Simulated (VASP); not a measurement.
# EuNi3 (Pm-3m) in VASP: a series of runs

EuNi3 is run at these levels: PBE+U; tasks: single point.

Everything below comes from runs of VASP 6.6.1. Logs are shortened: lines on timing, memory, paths and dates and some standing lists are left out, and cuts for length are marked.

## Step 1: The cell of the first run

The structure is cubic, space group Pm-3m (No. 221). The conventional cell has a = 3.957 Å, b = 3.957 Å, c = 3.957 Å, α = 90.00°, β = 90.00°, γ = 90.00°. Within 3.7 Å of Eu (site symmetry m-3m) lie 12 Ni at 2.80 Å. Within 3.7 Å of Ni (site symmetry 4/mmm) lie 4 Eu at 2.80 Å and 8 Ni at 2.80 Å.

## Step 2: Single point, PBE+U, collinear spin

File INCAR:

```
PREC = Accurate
ENCUT = 520
EDIFF = 1E-6
ISMEAR = 0
SIGMA = 0.05
LREAL = F
LASPH = T
NELM = 150
ALGO = Normal
ISIF = 2
LWAVE = F
LCHARG = F
ISPIN = 2
MAGMOM = 7.45 -0.45 -0.45 -0.45
LORBIT = 11
LMAXMIX = 6
LDAU = T
LDAUTYPE = 2
LDAUL = 3 -1
LDAUU = 2 0
LDAUJ = 0 0
LDAUPRINT = 1
GGA = PE
NBANDS = 36
```

File KPOINTS:

```
Automatic mesh
0
Gamma
  8 8 8
```

File POSCAR:

```
EuNi3
1.0
    3.9570834751      0.0000000000      0.0000000000
    0.0000000000      3.9570834751      0.0000000000
    0.0000000000      0.0000000000      3.9570834751
Eu Ni
1 3
Direct
    0.0000000000      0.0000000000      0.0000000000
    0.0000000000      0.5000000000      0.5000000000
    0.5000000000      0.5000000000      0.0000000000
    0.5000000000      0.0000000000      0.5000000000
```

Potentials or basis: VASP PAW PBE potentials, release 64 (Eu, Ni).

Command:

```console
> cat potpaw_PBE.64/Eu/POTCAR potpaw_PBE.64/Ni/POTCAR > POTCAR
> mpirun -np 1 vasp_std > vasp.out
```

OUTCAR:

```text
PREC = Accurate
   ENCUT = 520
   EDIFF = 1E-6
   ISMEAR = 0
   LREAL = F
   LASPH = T
   NELM = 150
   ISIF = 2
   ISPIN = 2
   LORBIT = 11
   GGA = PE

 ion  position               nearest neighbor table
   1  0.000  0.000  0.000-   2 2.80   3 2.80   4 2.80   2 2.80   4 2.80   2 2.80   3 2.80   2 2.80
                             3 2.80   4 2.80   4 2.80   3 2.80
   2  0.000  0.500  0.500-   1 2.80   3 2.80   4 2.80   1 2.80   3 2.80   1 2.80   4 2.80   1 2.80
                             3 2.80   4 2.80   3 2.80   4 2.80
   3  0.500  0.500  0.000-   1 2.80   2 2.80   4 2.80   2 2.80   4 2.80   1 2.80   4 2.80   4 2.80
                             1 2.80   2 2.80   2 2.80   1 2.80
   4  0.500  0.000  0.500-   1 2.80   2 2.80   3 2.80   1 2.80   3 2.80   2 2.80   3 2.80   3 2.80
                             1 2.80   2 2.80   1 2.80   2 2.80

  LATTYP: Found a simple cubic cell.
 ALAT       =     3.9570834751

  Lattice vectors:

 A1 = (   3.9570834751,   0.0000000000,   0.0000000000)
 A2 = (   0.0000000000,   3.9570834751,   0.0000000000)
 A3 = (   0.0000000000,   0.0000000000,   3.9570834751)

Analysis of symmetry for initial positions (statically):
=====================================================================
 Subroutine PRICEL returns:
 Original cell was already a primitive cell.

 Routine SETGRP: Setting up the symmetry group for a
 simple cubic supercell.

 Subroutine GETGRP returns: Found 48 space group operations
 (whereof 48 operations were pure point group operations)
 out of a pool of 48 trial point group operations.

The static configuration has the point symmetry O_h .

Analysis of symmetry for dynamics (positions and initial velocities):
=====================================================================
 Subroutine PRICEL returns:
 Original cell was already a primitive cell.

 Routine SETGRP: Setting up the symmetry group for a
 simple cubic supercell.

 Subroutine GETGRP returns: Found 48 space group operations
 (whereof 48 operations were pure point group operations)
 out of a pool of 48 trial point group operations.

The dynamic configuration has the point symmetry O_h .

Analysis of structural, dynamic, and magnetic symmetry:
=====================================================================
 Subroutine PRICEL returns:
 Original cell was already a primitive cell.

 Routine SETGRP: Setting up the symmetry group for a
 simple cubic supercell.

 Subroutine GETGRP returns: Found 48 space group operations
 (whereof 48 operations were pure point group operations)
 out of a pool of 48 trial point group operations.

The overall configuration has the point symmetry O_h .

 Subroutine INISYM returns: Found 48 space group operations
 (whereof 48 operations are pure point group operations),
 and found     1 'primitive' translations

----------------------------------------------------------------------------------------

                                     Primitive cell
[... 141 lines left out ...]

spin component  1

  0.9227  0.0000  0.0526  0.0000  0.0000 -0.0000 -0.0000
  0.0000  0.9764  0.0000 -0.0000  0.0000  0.0000 -0.0000
  0.0526  0.0000  0.8955 -0.0000  0.0000 -0.0000  0.0000
  0.0000 -0.0000 -0.0000  0.9634  0.0000 -0.0000  0.0000
  0.0000  0.0000  0.0000  0.0000  0.8955  0.0000 -0.0526
 -0.0000  0.0000 -0.0000 -0.0000  0.0000  0.8548  0.0000
 -0.0000 -0.0000  0.0000  0.0000 -0.0526  0.0000  0.9227

spin component  2

  0.0053 -0.0000 -0.0008  0.0000  0.0000 -0.0000 -0.0000
 -0.0000  0.0068 -0.0000  0.0000  0.0000 -0.0000 -0.0000
 -0.0008 -0.0000  0.0057  0.0000 -0.0000 -0.0000  0.0000
  0.0000  0.0000  0.0000  0.0047 -0.0000  0.0000 -0.0000
  0.0000  0.0000 -0.0000 -0.0000  0.0057  0.0000  0.0008
 -0.0000 -0.0000 -0.0000  0.0000  0.0000  0.0063 -0.0000
 -0.0000 -0.0000  0.0000 -0.0000  0.0008 -0.0000  0.0053

 occupancies and eigenvectors

  o =  0.0047  v =  0.0000  0.0000  0.0000  0.0000  0.0000  0.0000  0.0000 -0.0013 -0.0000 -0.0010  0.0017 -0.6124  0.0000  0.7906      0.0000  0.0000  0.0000  0.0000  0.0000  0.0000  0.0000  0.0000  0.0000  0.0000  0.0000  0.0000  0.0000  0.0000
  o =  0.0047  v =  0.0000  0.0000  0.0000  0.0000  0.0000  0.0000  0.0000  0.7906  0.0000  0.6124 -0.0004 -0.0010  0.0000  0.0013      0.0000  0.0000  0.0000  0.0000  0.0000  0.0000  0.0000  0.0000  0.0000  0.0000  0.0000  0.0000  0.0000  0.0000
  o =  0.0047  v =  0.0000  0.0000  0.0000  0.0000  0.0000  0.0000  0.0000  0.0003  0.0000  0.0003  1.0000  0.0011 -0.0000 -0.0014      0.0000  0.0000  0.0000  0.0000  0.0000  0.0000  0.0000  0.0000  0.0000  0.0000  0.0000  0.0000  0.0000  0.0000
  o =  0.0063  v =  0.0000  0.0000  0.0000  0.0000  0.0000  0.0000  0.0000  0.0000  0.0000 -0.0000  0.0000 -0.0045  1.0000 -0.0035      0.0000  0.0000  0.0000  0.0000  0.0000  0.0000  0.0000  0.0000  0.0000  0.0000  0.0000  0.0000  0.0000  0.0000
  o =  0.0063  v =  0.0000  0.0000  0.0000  0.0000  0.0000  0.0000  0.0000 -0.0000 -0.0000  0.0000 -0.0000  0.7906  0.0057  0.6124      0.0000  0.0000  0.0000  0.0000  0.0000  0.0000  0.0000  0.0000  0.0000  0.0000  0.0000  0.0000  0.0000  0.0000
  o =  0.0063  v =  0.0000  0.0000  0.0000  0.0000  0.0000  0.0000  0.0000  0.6124 -0.0000 -0.7906 -0.0000  0.0000 -0.0000 -0.0000      0.0000  0.0000  0.0000  0.0000  0.0000  0.0000  0.0000  0.0000  0.0000  0.0000  0.0000  0.0000  0.0000  0.0000
  o =  0.0068  v =  0.0000  0.0000  0.0000  0.0000  0.0000  0.0000  0.0000  0.0000  1.0000 -0.0000 -0.0000  0.0000 -0.0000  0.0000      0.0000  0.0000  0.0000  0.0000  0.0000  0.0000  0.0000  0.0000  0.0000  0.0000  0.0000  0.0000  0.0000  0.0000
  o =  0.8548  v =  0.0000  0.0000 -0.0000 -0.0000  0.0752 -0.9955  0.0583  0.0000  0.0000  0.0000  0.0000  0.0000  0.0000  0.0000      0.0000  0.0000  0.0000  0.0000  0.0000  0.0000  0.0000  0.0000  0.0000  0.0000  0.0000  0.0000  0.0000  0.0000
  o =  0.8548  v = -0.6124  0.0000  0.7906  0.0000  0.0000 -0.0000 -0.0000  0.0000  0.0000  0.0000  0.0000  0.0000  0.0000  0.0000      0.0000  0.0000  0.0000  0.0000  0.0000  0.0000  0.0000  0.0000  0.0000  0.0000  0.0000  0.0000  0.0000  0.0000
  o =  0.8548  v =  0.0000  0.0000  0.0000 -0.0000 -0.7870 -0.0952 -0.6096  0.0000  0.0000  0.0000  0.0000  0.0000  0.0000  0.0000      0.0000  0.0000  0.0000  0.0000  0.0000  0.0000  0.0000  0.0000  0.0000  0.0000  0.0000  0.0000  0.0000  0.0000
  o =  0.9634  v =  0.0000  0.0000 -0.0000 -0.9900  0.0863  0.0000 -0.1114  0.0000  0.0000  0.0000  0.0000  0.0000  0.0000  0.0000      0.0000  0.0000  0.0000  0.0000  0.0000  0.0000  0.0000  0.0000  0.0000  0.0000  0.0000  0.0000  0.0000  0.0000
  o =  0.9634  v =  0.0000 -0.0000 -0.0000  0.1409  0.6063 -0.0000 -0.7827  0.0000  0.0000  0.0000  0.0000  0.0000  0.0000  0.0000      0.0000  0.0000  0.0000  0.0000  0.0000  0.0000  0.0000  0.0000  0.0000  0.0000  0.0000  0.0000  0.0000  0.0000
  o =  0.9634  v = -0.7906  0.0000 -0.6124 -0.0000 -0.0000  0.0000  0.0000  0.0000  0.0000  0.0000  0.0000  0.0000  0.0000  0.0000      0.0000  0.0000  0.0000  0.0000  0.0000  0.0000  0.0000  0.0000  0.0000  0.0000  0.0000  0.0000  0.0000  0.0000
  o =  0.9764  v =  0.0000 -1.0000 -0.0000 -0.0000 -0.0000 -0.0000 -0.0000  0.0000  0.0000  0.0000  0.0000  0.0000  0.0000  0.0000      0.0000  0.0000  0.0000  0.0000  0.0000  0.0000  0.0000  0.0000  0.0000  0.0000  0.0000  0.0000  0.0000  0.0000

 number of electron      46.9999940 magnetization       5.8891242

 Free energy of the ion-electron system (eV)
  ---------------------------------------------------
  ext. energy  EPLUGINS =         0.00000000
  ---------------------------------------------------
  free energy    TOTEN  =       -26.88214113 eV

  energy without entropy =      -26.86822142  energy(sigma->0) =      -26.87518128

 E-fermi :   5.9154     XC(G=0): -11.9910

 val. band max:        5.9138319512   @ k =   0.3750   0.3750   0.3750
 cond. band min:       5.9157471617   @ k =   0.5000   0.1250   0.1250
 fundamental gap:      0.0019152104
 Fermi energy:         5.9153695831

 spin component 1

 k-point     1 :       0.0000    0.0000    0.0000
  band No.  band energies     occupation
      1     -34.4127      1.00000
      2     -13.1437      1.00000
      3     -13.1437      1.00000
      4     -13.1437      1.00000
      5      -0.6171      1.00000
      6       2.5815      1.00000
[... 1817 lines left out ...]
     34      13.1327      0.00000
     35      14.0239      0.00000

 [... further k-points ...]

 [bands above 35 left out]

------------------------ aborting loop because EDIFF is reached ----------------------------------------

  FORCE on cell =-STRESS in cart. coord.  units (eV):
  Direction    XX          YY          ZZ          XY          YZ          ZX
  --------------------------------------------------------------------------------------
  -------------------------------------------------------------------------------------
  Total       -0.8773907     -0.8773907     -0.8773907      0.0000000     -0.0000000      0.0000000
  in kB      -22.6870474    -22.6870474    -22.6870474      0.0000000     -0.0000000      0.0000000
  external PRESSURE =     -22.6870474 kB  Pullay stress =       0.0000000 kB

 VOLUME and BASIS-vectors are now :
 -----------------------------------------------------------------------------
  energy-cutoff  :      520.00
  volume of cell :       61.96
      direct lattice vectors                 reciprocal lattice vectors
     3.957083475  0.000000000  0.000000000     0.252711373  0.000000000  0.000000000
     0.000000000  3.957083475  0.000000000     0.000000000  0.252711373  0.000000000
     0.000000000  0.000000000  3.957083475     0.000000000  0.000000000  0.252711373

 POSITION                                       TOTAL-FORCE (eV/Angst)
 -----------------------------------------------------------------------------------
      0.00000      0.00000      0.00000         0.000000      0.000000      0.000000
      0.00000      1.97854      1.97854         0.000000      0.000000      0.000000
      1.97854      1.97854      0.00000         0.000000      0.000000      0.000000
      1.97854      0.00000      1.97854         0.000000      0.000000      0.000000
 -----------------------------------------------------------------------------------
    total drift:                                0.000000      0.000000     -0.000000

  FREE ENERGIE OF THE ION-ELECTRON SYSTEM (eV)
  ---------------------------------------------------
  free  energy   TOTEN  =       -26.8821411266 eV

  energy  without entropy=      -26.8682214245  energy(sigma->0) =      -26.87518128

 total charge

# of ion       s       p       d       f       tot
--------------------------------------------------
    1        2.091   5.718   0.651   6.461  14.921
    2        0.459   0.285   8.383   0.000   9.126
    3        0.459   0.285   8.383   0.000   9.126
    4        0.459   0.285   8.383   0.000   9.126
--------------------------------------------------
tot          3.468   6.572  25.799   6.461  42.299

 magnetization (x)

# of ion       s       p       d       f       tot
--------------------------------------------------
    1       -0.001  -0.084   0.133   6.384   6.433
    2        0.008   0.021  -0.334   0.000  -0.306
    3        0.008   0.021  -0.334   0.000  -0.306
    4        0.008   0.021  -0.334   0.000  -0.306
--------------------------------------------------
tot          0.023  -0.022  -0.870   6.384   5.515
```

It took 2.7 min on 1 thread of Intel Xeon Platinum 8488C (Sapphire Rapids), shared host; peak memory 0.28 GiB.

Results:

| Property | Result |
| --- | --- |
| Free energy | -26.8821 eV |
| Pressure | -2.3 GPa |
| Net moment | 5.89 μB per cell |
| Site moments | Eu +6.43; Ni -0.31 μB |
| Valence electrons inside the program's atomic spheres | Eu 14.92; Ni 9.13 |

Eigenvalues of the final occupation matrices:
```
    site  spin  trace                         eigenvalues
site 1 f     1   6.43  0.85 0.85 0.85 0.96 0.96 0.96 0.98
site 1 f     2   0.04  0.00 0.00 0.00 0.01 0.01 0.01 0.01
```

Caveat: spin-orbit coupling is left out, which moves the levels of the heavy elements.

## Step 3: Single point, PBE+U, collinear spin (15.80 Å³/atom)

This run uses another cell than the first one, of 15.80 Å³/atom.

File INCAR:

```
PREC = Accurate ; ENCUT = 520
EDIFF = 1E-7 ; ISMEAR = 0
SIGMA = 0.05 ; LREAL = F
LASPH = T ; NELM = 150
ALGO = Normal ; ISIF = 2
LWAVE = F ; LCHARG = T
ISPIN = 2 ; MAGMOM = 7.46 -0.45 -0.45 -0.45
LORBIT = 11 ; LMAXMIX = 6
LDAU = T ; LDAUTYPE = 2
LDAUL = 3 -1 ; LDAUU = 6 0
LDAUJ = 0 0 ; LDAUPRINT = 1
GGA = PE ; LELF = T
LVHAR = T ; NBANDS = 36
```

KPOINTS is that of step 2.

File POSCAR:

```
EuNi3
1.0
    3.9832900897      0.0000000000      0.0000000000
    0.0000000000      3.9832900897      0.0000000000
    0.0000000000      0.0000000000      3.9832900897
Eu Ni
1 3
Direct
    0.0000000000      0.0000000000      0.0000000000
    0.0000000000      0.5000000000      0.5000000000
    0.5000000000      0.5000000000      0.0000000000
    0.5000000000      0.0000000000      0.5000000000
```

Potentials or basis: VASP PAW PBE potentials, release 64 (Eu, Ni).

Command:

```console
> cat potpaw_PBE.64/Eu/POTCAR potpaw_PBE.64/Ni/POTCAR > POTCAR
> mpirun -np 1 vasp_std > vasp.out
```

Run time: 2.9 min. Hardware: 1 thread of Intel Xeon Platinum 8488C (Sapphire Rapids), shared host; peak memory 0.29 GiB.

It converged, with:

| Property | Result |
| --- | --- |
| Free energy | -25.9706 eV |
| Pressure | -2.1 GPa |
| Net moment | 5.92 μB per cell |
| Site moments | Eu +6.66; Ni -0.39 μB |
| Valence electrons inside the program's atomic spheres | Eu 15.05; Ni 9.10 |

Levels at points of the mesh, in eV from the Fermi level:
Spin up:
```tsv
k point	band 23	band 24	band 25	band 26	band 27	band 28	band 29	band 30
(0.00, 0.00, 0.00)	-0.31	-0.03	0.22	0.22	0.22	2.91	2.91	3.52
(0.50, 0.00, 0.00)	-0.32	-0.28	-0.12	-0.12	0.01	0.23	2.23	2.23
(0.50, 0.50, 0.00)	-0.52	-0.52	-0.36	-0.24	-0.24	0.08	1.48	1.48
(0.50, 0.50, 0.50)	-0.54	0.06	0.06	0.06	0.41	1.82	1.82	1.82
```
Spin down:
```tsv
k point	band 17	band 18	band 19	band 20	band 21	band 22	band 23	band 24
(0.00, 0.00, 0.00)	-0.44	-0.35	-0.35	-0.35	3.07	3.07	3.55	3.55
(0.50, 0.00, 0.00)	-0.95	-0.94	-0.94	-0.59	-0.35	2.59	2.59	2.92
(0.50, 0.50, 0.00)	-0.98	-0.98	-0.92	-0.90	-0.32	1.34	1.34	3.82
(0.50, 0.50, 0.50)	-0.45	-0.45	-0.45	-0.11	1.64	1.64	1.64	2.95
```

Eigenvalues of the final occupation matrices:
```csv
site,spin,trace,eigenvalues
site 1 f,1,6.66,0.93 0.93 0.93 0.96 0.96 0.96 0.98
site 1 f,2,0.02,0.00 0.00 0.00 0.00 0.00 0.00 0.00
```

Caveat: spin-orbit coupling is left out, which moves the levels of the heavy elements.

[end of part 1 of 2]
